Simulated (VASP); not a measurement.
# Rb (P6/mmm) in VASP: a series of runs

Runs on Rb. Level: PBE. Tasks: relaxation of cell and atoms.

Program: VASP 6.6.1. These are calculated values, not measurements. Logs are shortened: lines on timing, memory, paths and dates and some standing lists are left out, and cuts for length are marked.

## Step 1: The cell of the first run

The structure is hexagonal, space group P6/mmm (No. 191). Conventional cell: a = 4.319 Å, b = 4.319 Å, c = 4.010 Å, α = 90.00°, β = 90.00°, γ = 120.00°. Within 5.3 Å of Rb (site symmetry 6/mmm) lie 8 Rb at 4.01 to 4.32 Å.

## Step 2: Relaxation of cell and atoms, PBE, target pressure 1.9 GPa, at which the enthalpy is minimised

Contents of INCAR:

```
PREC = Accurate ; ENCUT = 600
EDIFF = 1E-6 ; ISMEAR = -1
SIGMA = 0.08 ; LREAL = False
LASPH = True ; NELM = 100
ALGO = Normal ; ISIF = 3
LWAVE = False ; LCHARG = False
GGA = PE ; IBRION = 2
NSW = 32 ; EDIFFG = -0.005
PSTRESS = 19.0
```

Contents of KPOINTS:

```
Automatic mesh
0
Gamma
  10 10 10
```

Contents of POSCAR:

```
Rb
1.0
    4.3188874348      0.0000000000      0.0000000000
   -2.1594437174      3.7402662346      0.0000000000
    0.0000000000      0.0000000000      4.0095279476
Rb
1
Direct
    0.0000000000      0.0000000000      0.0000000000
```

Potentials or basis: VASP PAW PBE potentials, release 64 (Rb_sv).

The run is started by

```
cat potpaw_PBE.64/Rb_sv/POTCAR > POTCAR
mpirun -np 1 vasp_std > vasp.out
```

OUTCAR:

```text
PREC = Accurate
   ENCUT = 600
   EDIFF = 1E-6
   ISMEAR = -1
   LREAL = False
   LASPH = True
   NELM = 100
   ISIF = 3
   GGA = PE
   IBRION = 2
   NSW = 32
   EDIFFG = -0.005
   PSTRESS = 19.0

 ion  position               nearest neighbor table
   1  0.000  0.000  0.000-

  LATTYP: Found a hexagonal cell.
 ALAT       =     4.3188874348
 C/A-ratio  =     0.9283705603

  Lattice vectors:

 A1 = (   4.3188874348,   0.0000000000,   0.0000000000)
 A2 = (  -2.1594437174,   3.7402662346,   0.0000000000)
 A3 = (   0.0000000000,   0.0000000000,   4.0095279476)

Analysis of symmetry for initial positions (statically):
=====================================================================
 Subroutine PRICEL returns:
 Original cell was already a primitive cell.

 Routine SETGRP: Setting up the symmetry group for a
 hexagonal supercell.

 Subroutine GETGRP returns: Found 24 space group operations
 (whereof 24 operations were pure point group operations)
 out of a pool of 24 trial point group operations.

The static configuration has the point symmetry D_6h.

Analysis of symmetry for dynamics (positions and initial velocities):
=====================================================================
 Subroutine PRICEL returns:
 Original cell was already a primitive cell.

 Routine SETGRP: Setting up the symmetry group for a
 hexagonal supercell.

 Subroutine GETGRP returns: Found 24 space group operations
 (whereof 24 operations were pure point group operations)
 out of a pool of 24 trial point group operations.

The dynamic configuration has the point symmetry D_6h.

 Subroutine INISYM returns: Found 24 space group operations
 (whereof 24 operations are pure point group operations),
 and found     1 'primitive' translations

----------------------------------------------------------------------------------------

                                     Primitive cell

  volume of cell :      64.7691

  direct lattice vectors                    reciprocal lattice vectors
     4.318887435  0.000000000  0.000000000     0.231541112  0.133680323  0.000000000
    -2.159443717  3.740266235  0.000000000     0.000000000  0.267360647  0.000000000
     0.000000000  0.000000000  4.009527948     0.000000000  0.000000000  0.249405918
[... 139 lines left out ...]
  Total        0.7751989      0.7751989      0.7707126      0.0000000      0.0000000      0.0000000
  in kB       19.1759144     19.1759144     19.0649390      0.0000000      0.0000000      0.0000000
  external PRESSURE =       0.1389226 kB  Pullay stress =      19.0000000 kB

 VOLUME and BASIS-vectors are now :
 -----------------------------------------------------------------------------
  energy-cutoff  :      600.00
  volume of cell :       64.77
      direct lattice vectors                 reciprocal lattice vectors
     4.318887435  0.000000000  0.000000000     0.231541112  0.133680323  0.000000000
    -2.159443717  3.740266235  0.000000000     0.000000000  0.267360647  0.000000000
     0.000000000  0.000000000  4.009527948     0.000000000  0.000000000  0.249405918

 POSITION                                       TOTAL-FORCE (eV/Angst)
 -----------------------------------------------------------------------------------
      0.00000      0.00000      0.00000         0.000000      0.000000      0.000000
 -----------------------------------------------------------------------------------
    total drift:                                0.000000     -0.000000      0.000000

  FREE ENERGIE OF THE ION-ELECTRON SYSTEM (eV)
  ---------------------------------------------------
  free  energy   TOTEN  =        -0.7579851063 eV

  energy  without entropy=       -0.7372125675  energy(sigma->0) =       -0.74759884

  enthalpy is  TOTEN    =         0.0101023368 eV   P V=        0.7680874431

--------------------------------------- Ionic step        2  -------------------------------------------

 number of electron       9.0000000 magnetization

 Free energy of the ion-electron system (eV)
  ---------------------------------------------------
  ext. energy  EPLUGINS =         0.00000000
  ---------------------------------------------------
  free energy    TOTEN  =        -0.75861435 eV

  energy without entropy =       -0.73784963  energy(sigma->0) =       -0.74823199

 E-fermi :   0.9651     XC(G=0):  -6.3565

 val. band max:        0.9533481073   @ k =   0.5000  -0.0000   0.0000
 cond. band min:       0.9687957222   @ k =   0.2000   0.1000   0.4000
 fundamental gap:      0.0154476149
 Fermi energy:         0.9651498266

 k-point     1 :       0.0000    0.0000    0.0000
  band No.  band energies     occupation
      1     -27.9994      2.00000
      2     -11.9539      2.00000
      3     -11.9539      2.00000
      4     -11.9213      2.00000
      5      -1.4915      2.00000
      6       3.3154      0.00000
      7       4.7473      0.00000
      8       4.7473      0.00000
[... 243 lines left out ...]
 k-point    24 :       0.4000    0.1000    0.1000
  band No.  band energies     occupation
      1     -27.9753      2.00000
      2     -12.2599      2.00000
      3     -12.0426      2.00000
      4     -11.9248      2.00000
      5       1.0167      0.68862
      6       1.9733      0.00001
      7       3.5457      0.00000
      8       5.5161      0.00000

 [... further k-points ...]
[... 5 lines left out ...]
  --------------------------------------------------------------------------------------
  -------------------------------------------------------------------------------------
  Total        0.7726872      0.7726872      0.7678851      0.0000000     -0.0000000     -0.0000000
  in kB       19.0982562     19.0982562     18.9795647      0.0000000     -0.0000000     -0.0000000
  external PRESSURE =       0.0586924 kB  Pullay stress =      19.0000000 kB

 VOLUME and BASIS-vectors are now :
 -----------------------------------------------------------------------------
  energy-cutoff  :      600.00
  volume of cell :       64.82
      direct lattice vectors                 reciprocal lattice vectors
     4.320369139  0.000000000  0.000000000     0.231461703  0.133634477 -0.000000000
    -2.160184570  3.741549428  0.000000000     0.000000000  0.267268953 -0.000000000
     0.000000000  0.000000000  4.010035741     0.000000000 -0.000000000  0.249374336

 POSITION                                       TOTAL-FORCE (eV/Angst)
 -----------------------------------------------------------------------------------
      0.00000      0.00000      0.00000        -0.000000     -0.000000      0.000000
 -----------------------------------------------------------------------------------
    total drift:                                0.000000     -0.000000     -0.000000

  FREE ENERGIE OF THE ION-ELECTRON SYSTEM (eV)
  ---------------------------------------------------
  free  energy   TOTEN  =        -0.7586143493 eV

  energy  without entropy=       -0.7378496287  energy(sigma->0) =       -0.74823199

  enthalpy is  TOTEN    =         0.0100975506 eV   P V=        0.7687118999

 reached required accuracy - stopping structural energy minimisation
```

OSZICAR:

```text
N       E                     dE             d eps       ncg     rms          rms(c)
DAV:   1     0.459689784593E+02    0.45969E+02   -0.39590E+03  1344   0.968E+02
DAV:   2     0.135864926526E+01   -0.44610E+02   -0.43972E+02  1544   0.148E+02
DAV:   3    -0.696885710224E+00   -0.20555E+01   -0.20520E+01  1800   0.376E+01
DAV:   4    -0.760673605637E+00   -0.63788E-01   -0.63673E-01  2224   0.511E+00
DAV:   5    -0.761105801429E+00   -0.43220E-03   -0.43220E-03  1856   0.328E-01    0.197E+00
DAV:   6    -0.758365572006E+00    0.27402E-02   -0.52745E-03  2040   0.472E-01    0.124E+00
DAV:   7    -0.757918252822E+00    0.44732E-03   -0.91077E-03  1576   0.645E-01    0.994E-02
DAV:   8    -0.757972951750E+00   -0.54699E-04   -0.49350E-04  2048   0.193E-01    0.307E-02
DAV:   9    -0.757984095062E+00   -0.11143E-04   -0.18419E-05  2096   0.368E-02    0.751E-03
DAV:  10    -0.757985176000E+00   -0.10809E-05   -0.10623E-05  1864   0.231E-02    0.155E-03
DAV:  11    -0.757985106287E+00    0.69713E-07   -0.19404E-07  1200   0.451E-03
   1 F= 0.10102337E-01 E0= 0.20488606E-01  d E =0.101023E-01
       N       E                     dE             d eps       ncg     rms          rms(c)
DAV:   1    -0.758650188382E+00   -0.66501E-03   -0.95580E-04  1440   0.236E-01    0.278E-02
DAV:   2    -0.758623158980E+00    0.27029E-04   -0.67137E-05  1552   0.682E-02    0.140E-02
DAV:   3    -0.758614616315E+00    0.85427E-05   -0.48184E-05  1984   0.445E-02    0.332E-03
DAV:   4    -0.758614349296E+00    0.26702E-06   -0.10887E-06  1152   0.949E-03
   2 F= 0.10097551E-01 E0= 0.20479911E-01  d E =-.478615E-05
```

CONTCAR:

```text
Rb
   1.00000000000000
     4.3203691390930832    0.0000000000000000    0.0000000000000000
    -2.1601845695465416    3.7415494281570378    0.0000000000000000
     0.0000000000000000    0.0000000000000000    4.0100357413773198
  Rb
     1
Direct
     0.0000000000000000    0.0000000000000000    0.0000000000000000

  0.00000000E+00  0.00000000E+00  0.00000000E+00
```

Wall time 38 s (1 thread of Intel Xeon 6975P-C (Granite Rapids), shared host); peak memory 0.22 GiB.

What came out:

* Free energy: -0.7586 eV
* Relaxed volume: 64.82 Å³/atom
* Relaxed cell: a = 4.320 Å, b = 4.320 Å, c = 4.010 Å, α = 90.00°, β = 90.00°, γ = 120.00°
* Space group after relaxing (to 0.05 Å): P6/mmm (No. 191)
* Energy change on relaxing (the enthalpy is what falls): -0.6 meV/atom
* Ionic steps: 2
* Pressure after relaxing: 1.9 GPa

Step by step:
```
step  energy change (eV)  largest force (eV/Å)  pressure (GPa)  volume (Å³)
   1              0.0000                0.0000            1.91        64.77
   2             -0.0006                0.0000            1.91        64.82
```

Final structure:
```
Rb
1.0
     4.32037    0.00000    0.00000
    -2.16018    3.74155    0.00000
     0.00000    0.00000    4.01004
Rb
1
Direct
  0.00000 0.00000 0.00000
```

Caveat: the cell is relaxed towards a set pressure, so the enthalpy falls and the energy may rise.

## Step 3: Relaxation of cell and atoms, PBE, target pressure 1.9 GPa, at which the enthalpy is minimised

This run uses another cell than the first one, of 65.39 Å³/atom, 1.010 times its volume.

Contents of INCAR:

```
ALGO     = Normal         # electronic algorithm
EDIFF    = 1E-6           # SCF threshold, eV
EDIFFG   = -0.005         # ionic threshold
ENCUT    = 600            # plane-wave cutoff, eV
GGA      = PE             # functional
IBRION   = 2              # ionic algorithm
ISIF     = 3              # what is computed and relaxed
ISMEAR   = -1             # smearing method
LASPH    = T              # aspherical terms in the spheres
LCHARG   = F              # write CHGCAR
LREAL    = F              # projectors in reciprocal space
LWAVE    = F              # write WAVECAR
NELM     = 60             # most SCF steps
NSW      = 60             # ionic steps
PREC     = Accurate       # precision mode
PSTRESS  = 19.0         
SIGMA    = 0.08           # smearing width, eV
```

Contents of KPOINTS:

```
k-points
0
Gamma
  10 10 10
```

Contents of POSCAR:

```
Rb
1.0
    4.3147682591      0.0000000000      0.0000000000
   -2.1573841296      3.7366989238      0.0000000000
    0.0000000000      0.0000000000      4.0558821636
Rb
1
Direct
    0.0000000000      0.0000000000      0.0000000000
```

Potentials or basis: VASP PAW PBE potentials, release 64 (Rb_sv).

The run is started by

```
cat potpaw_PBE.64/Rb_sv/POTCAR > POTCAR
mpirun -np 1 vasp_std > vasp.out
```

Wall time 2.2 min (1 thread of Intel Xeon 6975P-C (Granite Rapids), shared host); peak memory 0.23 GiB.

The run converged. Its results:

| Quantity | Value |
| --- | --- |
| Free energy | -0.7593 eV |
| Relaxed volume | 64.88 Å³/atom |
| Relaxed cell | a = 4.322 Å, b = 4.322 Å, c = 4.010 Å, α = 90.00°, β = 90.00°, γ = 120.00° |
| Space group after relaxing (to 0.05 Å) | P6/mmm (No. 191) |
| Energy change on relaxing (the enthalpy is what falls) | +5.6 meV/atom |
| Ionic steps | 10 |
| Pressure after relaxing | 1.9 GPa |

Step by step:
```csv
step,energy change (eV),largest force (eV/Å),pressure (GPa),volume (Å³)
1,0.0000,0.0000,1.84,65.39
2,0.0027,0.0000,1.86,65.15
3,0.0082,0.0000,1.91,64.66
4,0.0080,0.0000,1.92,64.68
5,0.0053,0.0000,1.90,64.91
6,0.0077,0.0000,1.92,64.71
7,0.0067,0.0000,1.90,64.79
8,0.0051,0.0000,1.89,64.92
9,0.0058,0.0000,1.91,64.86
10,0.0056,0.0000,1.90,64.88
```

Final structure:
```
CELL_PARAMETERS angstrom
4.32224 0.00000 0.00000
-2.16112 3.74317 0.00000
0.00000 0.00000 4.01032
ATOMIC_POSITIONS crystal
Rb 0.00000 0.00000 0.00000
```

Levels at points of the mesh, in eV from the Fermi level:
| k point | band 3 | band 4 | band 5 | band 6 | band 7 | band 8 |
| --- | --- | --- | --- | --- | --- | --- |
| (0.00, 0.00, 0.00) | -12.92 | -12.89 | -2.46 | 2.35 | 3.78 | 3.78 |
| (0.50, 0.00, 0.00) | -12.99 | -12.85 | -0.01 | 0.84 | 2.48 | 4.79 |
| (0.00, 0.00, 0.50) | -12.88 | -12.88 | -0.14 | 0.46 | 4.50 | 4.50 |
| (0.50, 0.00, 0.50) | -13.18 | -12.95 | 0.51 | 1.81 | 3.27 | 3.49 |

Caveat: the cell is relaxed towards a set pressure, so the enthalpy falls and the energy may rise.
